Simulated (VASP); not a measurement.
# Pt (Fm-3m) in VASP: further runs

Pt is run at these levels: PBEsol; tasks: single point.

Everything below comes from runs of VASP 6.6.1. Logs are shortened: lines on timing, memory, paths and dates and some standing lists are left out, and cuts for length are marked.

### 1 The cell of the first run

It takes space group Fm-3m (No. 225, cubic). Conventional cell: a = 3.667 Å, b = 3.667 Å, c = 3.667 Å, α = 90.00°, β = 90.00°, γ = 90.00°. Within 3.4 Å of Pt (site symmetry m-3m) lie 12 Pt at 2.59 Å.

### 2 Single point, PBEsol, collinear spin (12.33 Å³/atom)

File INCAR:

```
PREC = Accurate
ENCUT = 520
EDIFF = 1E-6
ISMEAR = 0
SIGMA = 0.15
LREAL = False
LASPH = True
NELM = 150
ALGO = Fast
ISIF = 2
LWAVE = False
LCHARG = False
ISPIN = 2
MAGMOM = 0.45
LORBIT = 11
NUPDOWN = 0.45
LMAXMIX = 4
GGA = PS
NBANDS = 15
```

File KPOINTS:

```
regular mesh
0
Gamma
  22 22 22
```

File POSCAR:

```
Pt
1.0
    0.0000000000      1.8335775616      1.8335775616
    1.8335775616      0.0000000000      1.8335775616
    1.8335775616      1.8335775616      0.0000000000
Pt
1
Direct
    0.0000000000      0.0000000000      0.0000000000
```

Potentials or basis: VASP PAW PBE potentials, release 64 (Pt).

The run is started by

```
$ cat potpaw_PBE.64/Pt/POTCAR > POTCAR
$ mpirun -np 1 vasp_std > vasp.out
```

OUTCAR:

```text
PREC = Accurate
   ENCUT = 520
   EDIFF = 1E-6
   ISMEAR = 0
   LREAL = False
   LASPH = True
   NELM = 150
   ISIF = 2
   ISPIN = 2
   LORBIT = 11
   NUPDOWN = 0.45
   GGA = PS

 ion  position               nearest neighbor table
   1  0.000  0.000  0.000-

  LATTYP: Found a face centered cubic cell.
 ALAT       =     3.6671551232

  Lattice vectors:

 A1 = (   0.0000000000,   1.8335775616,   1.8335775616)
 A2 = (   1.8335775616,   0.0000000000,   1.8335775616)
 A3 = (   1.8335775616,   1.8335775616,   0.0000000000)

Analysis of symmetry for initial positions (statically):
=====================================================================
 Subroutine PRICEL returns:
 Original cell was already a primitive cell.

 Routine SETGRP: Setting up the symmetry group for a
 face centered cubic supercell.

 Subroutine GETGRP returns: Found 48 space group operations
 (whereof 48 operations were pure point group operations)
 out of a pool of 48 trial point group operations.

The static configuration has the point symmetry O_h .

Analysis of symmetry for dynamics (positions and initial velocities):
=====================================================================
 Subroutine PRICEL returns:
 Original cell was already a primitive cell.

 Routine SETGRP: Setting up the symmetry group for a
 face centered cubic supercell.

 Subroutine GETGRP returns: Found 48 space group operations
 (whereof 48 operations were pure point group operations)
 out of a pool of 48 trial point group operations.

The dynamic configuration has the point symmetry O_h .

Analysis of structural, dynamic, and magnetic symmetry:
=====================================================================
 Subroutine PRICEL returns:
 Original cell was already a primitive cell.

 Routine SETGRP: Setting up the symmetry group for a
 face centered cubic supercell.

 Subroutine GETGRP returns: Found 48 space group operations
 (whereof 48 operations were pure point group operations)
 out of a pool of 48 trial point group operations.

The overall configuration has the point symmetry O_h .

 Subroutine INISYM returns: Found 48 space group operations
 (whereof 48 operations are pure point group operations),
 and found     1 'primitive' translations

----------------------------------------------------------------------------------------

                                     Primitive cell

  volume of cell :      12.3290

  direct lattice vectors                    reciprocal lattice vectors
     0.000000000  1.833577562  1.833577562    -0.272690946  0.272690946  0.272690946
[... 117 lines left out ...]
 Gauss-broadening in eV      SIGMA  =   0.15
  energy-cutoff  :      520.00
  volume of cell :       12.33
 maximum number of plane-waves:       342
   NGX =  9   NGY =  9   NGZ =  9

 number of electron      10.0000000 magnetization       0.4500000

 number of electron       9.9999999 magnetization       0.4500000

 Free energy of the ion-electron system (eV)
  ---------------------------------------------------
  ext. energy  EPLUGINS =         0.00000000
  ---------------------------------------------------
  free energy    TOTEN  =        -6.26643769 eV

  energy without entropy =       -6.25472047  energy(sigma->0) =       -6.26057908

 E-fermi :  15.2926     XC(G=0): -14.8424

 val. band max:       15.7351860790   @ k =   0.4091   0.2273   0.0455
 cond. band min:      15.2993866960   @ k =   0.3636   0.2273   0.0455
 fundamental gap:     -0.4357993830
 Fermi energy:        15.7355357467

 spin component 1

 k-point     1 :       0.0000    0.0000    0.0000
  band No.  band energies     occupation
      1       2.6163      1.00000
      2      10.0365      1.00000
      3      10.0365      1.00000
      4      10.0365      1.00000
      5      13.0647      1.00000
      6      13.0647      1.00000
      7      29.1646      0.00000
      8      35.3200      0.00000
      9      35.3200      0.00000
     10      35.3200      0.00000
     11      41.4267      0.00000
     12      47.0253      0.00000
     13      47.0253      0.00000
     14      47.0253      0.00000
[... 403 lines left out ...]
      4      13.3378      1.00000
      5      15.2416      1.00000
      6      15.9799      0.01062
      7      23.0910      0.00000
      8      29.0584      0.00000
      9      35.3812      0.00000
     10      35.8225      0.00000
     11      46.6676      0.00000
     12      47.1792      0.00000
     13      47.2823      0.00000
     14      47.5065      0.00000
     15      48.1237      0.00000

 [... further k-points ...]

 spin component 2

 k-point     1 :       0.0000    0.0000    0.0000
  band No.  band energies     occupation
      1       2.7074      1.00000
      2      10.3404      1.00000
      3      10.3404      1.00000
      4      10.3404      1.00000
      5      13.3493      1.00000
      6      13.3493      1.00000
      7      29.2569      0.00000
      8      35.4005      0.00000
      9      35.4005      0.00000
     10      35.4005      0.00000
     11      41.4501      0.00000
     12      47.5441      0.00000
     13      47.5441      0.00000
     14      47.5441      0.00000
[... 403 lines left out ...]
      4      13.4587      1.00000
      5      15.5749      0.00389
      6      16.2597      0.00000
      7      23.3450      0.00000
      8      29.1321      0.00000
      9      35.5102      0.00000
     10      35.9521      0.00000
     11      46.8073      0.00000
     12      47.6109      0.00000
     13      47.6944      0.00000
     14      47.7715      0.00000
     15      48.2588      0.00000

 [... further k-points ...]
[... 5 lines left out ...]
  --------------------------------------------------------------------------------------
  -------------------------------------------------------------------------------------
  Total        7.5762851      7.5762851      7.5762851     -0.0000000     -0.0000000      0.0000000
  in kB      984.5528632    984.5528632    984.5528632     -0.0000000     -0.0000000      0.0000000
  external PRESSURE =     984.5528632 kB  Pullay stress =       0.0000000 kB

 VOLUME and BASIS-vectors are now :
 -----------------------------------------------------------------------------
  energy-cutoff  :      520.00
  volume of cell :       12.33
      direct lattice vectors                 reciprocal lattice vectors
     0.000000000  1.833577562  1.833577562    -0.272690946  0.272690946  0.272690946
     1.833577562  0.000000000  1.833577562     0.272690946 -0.272690946  0.272690946
     1.833577562  1.833577562  0.000000000     0.272690946  0.272690946 -0.272690946

 POSITION                                       TOTAL-FORCE (eV/Angst)
 -----------------------------------------------------------------------------------
      0.00000      0.00000      0.00000         0.000000      0.000000     -0.000000
 -----------------------------------------------------------------------------------
    total drift:                                0.000000      0.000000      0.000000

  FREE ENERGIE OF THE ION-ELECTRON SYSTEM (eV)
  ---------------------------------------------------
  free  energy   TOTEN  =        -6.2664376918 eV

  energy  without entropy=       -6.2547204688  energy(sigma->0) =       -6.26057908

 total charge

# of ion       s       p       d       tot
------------------------------------------
    1        0.763   0.921   8.288   9.971

 magnetization (x)

# of ion       s       p       d       tot
------------------------------------------
    1        0.001   0.001   0.436   0.438
```

stdout:

```text
POSCAR found type information on POSCAR Pt
 POSCAR found :  1 types and       1 ions
 scaLAPACK will be used
 -----------------------------------------------------------------------------
|                                                                             |
|                                                                             |
|     You enforced a specific xc type in the INCAR file but a different       |
|     I HOPE YOU KNOW WHAT YOU ARE DOING!                                     |
|                                                                             |
 -----------------------------------------------------------------------------

 LDA part: xc-table for (Slater+PW92), standard interpolation
 POSCAR, INCAR and KPOINTS ok, starting setup
 FFT: planning ... GRIDC
 FFT: planning ... GRID_SOFT
 FFT: planning ... GRID
 WAVECAR not read
 entering main loop
WARNING in EDDRMM: call to ZHEGV failed, returncode =   6  3     12
```

It took 44 s on 1 thread of Intel Xeon 6975P-C (Granite Rapids), shared host; peak memory 0.2 GiB.

What came out:

```yaml
Free_energy: -6.2664 eV
Pressure: 98.5 GPa
Net_moment: 0.45 μB per cell
Site_moments: Pt +0.44 μB
Valence_electrons_inside_the_program's_atomic_spheres: Pt 9.97
```

Caveat: the cell stands under pressure; the PAW data sets were made with another functional, which shifts forces and pressure a little; spin-orbit coupling is left out, which moves the levels of the heavy elements; the total moment is fixed, so each spin has its own Fermi level.

### 3 Single point, PBEsol, collinear spin (14.36 Å³/atom)

This run uses another cell than the first one, of 14.36 Å³/atom.

File INCAR:

```
PREC = Accurate
ENCUT = 520
EDIFF = 1E-6
ISMEAR = 0
SIGMA = 0.15
LREAL = F
LASPH = T
NELM = 150
ALGO = Fast
ISIF = 2
LWAVE = F
LCHARG = T
ISPIN = 2
MAGMOM = 0.45
LORBIT = 11
NUPDOWN = 0.45
LMAXMIX = 4
GGA = PS
LELF = T
LVHAR = T
NBANDS = 15
```

File KPOINTS:

```
Automatic mesh
0
Gamma
  22 22 22
```

File POSCAR:

```
Pt
1.0
    0.0000000000      1.9291443853      1.9291443853
    1.9291443853      0.0000000000      1.9291443853
    1.9291443853      1.9291443853      0.0000000000
Pt
1
Direct
    0.0000000000      0.0000000000      0.0000000000
```

Potentials or basis: VASP PAW PBE potentials, release 64 (Pt).

The run is started by

```
$ cat potpaw_PBE.64/Pt/POTCAR > POTCAR
$ mpirun -np 1 vasp_std > vasp.out
```

Wall time 71 s (1 thread of AMD EPYC 9R45 (Zen 5), shared host); peak memory 0.18 GiB.

It converged, with:

- Free energy: -6.9184 eV
- Pressure: 15.9 GPa
- Net moment: 0.45 μB per cell
- Site moments: Pt +0.44 μB
- Valence electrons inside the program's atomic spheres: Pt 9.42

Caveat: the cell stands under pressure; the PAW data sets were made with another functional, which shifts forces and pressure a little; spin-orbit coupling is left out, which moves the levels of the heavy elements; the total moment is fixed, so each spin has its own Fermi level.

### 4 Single point, PBEsol, collinear spin (14.36 Å³/atom)

This run uses another cell than the first one, of 14.36 Å³/atom.

File INCAR:

```
SYSTEM = Pt
PREC = Accurate ; ENCUT = 520
EDIFF = 1E-6 ; ISMEAR = 0
SIGMA = 0.15 ; LREAL = .FALSE.
LASPH = .TRUE. ; NELM = 150
ALGO = Normal ; ISIF = 2
LWAVE = .FALSE. ; LCHARG = .TRUE.
ISPIN = 2 ; MAGMOM = 0.25
LORBIT = 11 ; NUPDOWN = 0.25
LMAXMIX = 4 ; GGA = PS
LELF = .TRUE. ; LVHAR = .TRUE.
NBANDS = 15
```

File KPOINTS:

```
Automatic mesh
0
G
  22 22 22
  0 0 0
```

POSCAR is that of step 3.

The run is started by

```
$ cat potpaw_PBE.64/Pt/POTCAR > POTCAR
$ mpirun -np 1 vasp_std > vasp.out
```

Run time: 63 s. Hardware: 1 thread of AMD EPYC 9R45 (Zen 5), shared host; peak memory 0.18 GiB.

It converged, with:

| Property | Result |
| --- | --- |
| Free energy | -6.9382 eV |
| Pressure | 15.0 GPa |
| Net moment | 0.25 μB per cell |
| Site moments | Pt +0.25 μB |
| Valence electrons inside the program's atomic spheres | Pt 9.42 |

Caveat: the cell stands under pressure; the PAW data sets were made with another functional, which shifts forces and pressure a little; spin-orbit coupling is left out, which moves the levels of the heavy elements; the total moment is fixed, so each spin has its own Fermi level.

### 5 Single point, PBEsol, collinear spin (14.36 Å³/atom)

This run uses another cell than the first one, of 14.36 Å³/atom.

File INCAR:

```
SYSTEM = Pt
ALGO = Fast
EDIFF = 1E-6
ENCUT = 520
GGA = PS
ISIF = 2
ISMEAR = 0
ISPIN = 2
LASPH = .True.
LCHARG = .False.
LMAXMIX = 4
LORBIT = 11
LREAL = .False.
LWAVE = .False.
MAGMOM = 0.35
NBANDS = 15
NELM = 150
NUPDOWN = 0.35
PREC = Accurate
SIGMA = 0.15
```

File KPOINTS:

```
k-points
0
Gamma
  22 22 22
  0 0 0
```

POSCAR is that of step 4.

The run is started by

```
$ cat potpaw_PBE.64/Pt/POTCAR > POTCAR
$ mpirun -np 1 vasp_std > vasp.out
```

Run time: 64 s. Hardware: 1 thread of AMD EPYC 9R45 (Zen 5), shared host; peak memory 0.18 GiB.

Results (log left out):

| Quantity | Value |
| --- | --- |
| Free energy | -6.9301 eV |
| Pressure | 15.4 GPa |
| Net moment | 0.35 μB per cell |
| Site moments | Pt +0.34 μB |
| Valence electrons inside the program's atomic spheres | Pt 9.42 |

Caveat: the cell stands under pressure; the PAW data sets were made with another functional, which shifts forces and pressure a little; spin-orbit coupling is left out, which moves the levels of the heavy elements; the total moment is fixed, so each spin has its own Fermi level.

### 6 Summary

| fixed moment (μB) | cell | pressure (GPa) | moment (μB) |
| --- | --- | --- | --- |
| 0.45 | a = 2.593 Å, angles 60.0°, 1 atom | 98.5 | 0.45 |
| 0.45 | a = 2.728 Å, angles 60.0°, 1 atom | 15.9 | 0.45 |
| 0.25 | a = 2.728 Å, angles 60.0°, 1 atom | 15.0 | 0.25 |
| 0.35 | a = 2.728 Å, angles 60.0°, 1 atom | 15.4 | 0.35 |

Alike in all rows: task single point; level PBEsol; potentials or basis VASP PAW PBE potentials, release 64 (Pt); spin collinear; k mesh 22 × 22 × 22; cutoff (eV) 520; smearing gaussian 0.15 eV.

Caveats: the cell stands under pressure; the PAW data sets were made with another functional, which shifts forces and pressure a little; spin-orbit coupling is left out, which moves the levels of the heavy elements; the total moment is fixed, so each spin has its own Fermi level.

Total energies depend on the potentials used, so only differences within one code and one set of settings carry meaning.
